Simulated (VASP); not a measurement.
## Mo: single point with r2SCAN

Crystal: Mo.

```
Mo
1.0
     2.65345    0.00000    0.00000
    -1.32672    2.29795    0.00000
     0.00000    0.00000    2.47853
Mo
1
Direct
  0.00000 0.00000 0.50000
```

This cell differs from its parent crystal: strain -0.030 along x and y, -0.030 along z.

```
Program             : VASP 6.6.1
Task                : single point
Functional          : r2SCAN
Potentials or basis : VASP PAW PBE potentials, release 64 (Mo_sv)
Cutoff              : 520 eV
k mesh              : 18 × 18 × 18
Occupations         : gaussian, width 0.15 eV
Spin                : no spin polarisation
```

* Pressure: 26.5 GPa
* Band gap on the k mesh: zero (band 7 reaches 14.22 eV, above the bottom of band 8 at 11.88 eV)

Stress tensor (GPa, compression positive):
```
28.79  0.00  0.00
 0.00 28.79  0.00
 0.00  0.00 21.95
```

Levels at points of the mesh, in eV from the Fermi level:
| k point | band 5 | band 6 | band 7 | band 8 | band 9 | band 10 |
| --- | --- | --- | --- | --- | --- | --- |
| (0.00, 0.00, 0.00) | -7.44 | -5.22 | -1.11 | -1.11 | 4.96 | 4.96 |
| (0.50, 0.00, 0.00) | -5.79 | -3.63 | 1.22 | 1.28 | 4.16 | 5.18 |
| (0.00, 0.00, 0.50) | -4.10 | -0.14 | -0.14 | 0.00 | 1.05 | 1.05 |
| (0.50, 0.00, 0.50) | -6.32 | -4.02 | -0.47 | 5.59 | 6.98 | 7.00 |

Run time: 120 s on 1 thread of Intel(R) Xeon(R) 6975P-C (Granite Rapids), with other jobs on the host, peak memory 0.18 GiB.

Caveat: the cell differs from its parent crystal (strain -0.030 along x and y, -0.030 along z); the PAW data sets were made with another functional, which shifts forces and pressure a little.
